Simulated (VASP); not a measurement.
A run of VASP 6.6.1 is set up as follows.

File INCAR:

```
PREC = Accurate
ENCUT = 520
EDIFF = 1E-6
ISMEAR = 0
SIGMA = 0.02
LREAL = False
LASPH = True
NELM = 100
ALGO = Normal
ISIF = 2
LWAVE = False
LCHARG = True
GGA = PE
LELF = True
LVHAR = True
NBANDS = 41
```

KPOINTS

```
regular mesh
0
Gamma
  8 8 4
```

File POSCAR:

```
AlGa3P4
1.0
    3.8955584810      0.0000000000      0.0000000000
    0.0000000000      3.8955584810      0.0000000000
    0.0000000000      0.0000000000     11.0071305224
Al Ga P
1 3 4
Direct
    0.5000000000      0.5000000000      0.0000000000
    0.0000000000      0.0000000000      0.7499747829
    0.5000000000      0.5000000000      0.5000000000
    0.0000000000      0.0000000000      0.2500252171
    0.5000000000      0.0000000000      0.3750502405
    0.0000000000      0.5000000000      0.1244388957
    0.5000000000      0.0000000000      0.8755611043
    0.0000000000      0.5000000000      0.6249497595
```

Potentials or basis: VASP PAW PBE potentials, release 64 (Al, Ga_d, P).

Command:

```bash
$ cat potpaw_PBE.64/Al/POTCAR potpaw_PBE.64/Ga_d/POTCAR potpaw_PBE.64/P/POTCAR > POTCAR
$ mpirun -np 1 vasp_std > vasp.out
```

Question: Predict the pressure.

Answer: 0.0 GPa.

Question: What does it give for the largest force?

Answer: 0.004 eV/Å.

Question: Estimate the band gap on the k mesh.

Answer: 1.62 eV (least direct gap 1.69 eV).

Forces on the atoms (eV/Å):
```
Al   0.000  0.000  0.000
Ga   0.000  0.000  0.001
Ga   0.000  0.000  0.000
Ga   0.000  0.000 -0.001
P    0.000  0.000  0.000
P    0.000  0.000 -0.004
P    0.000  0.000  0.004
P    0.000  0.000  0.000
```

A k mesh can miss the band edges.
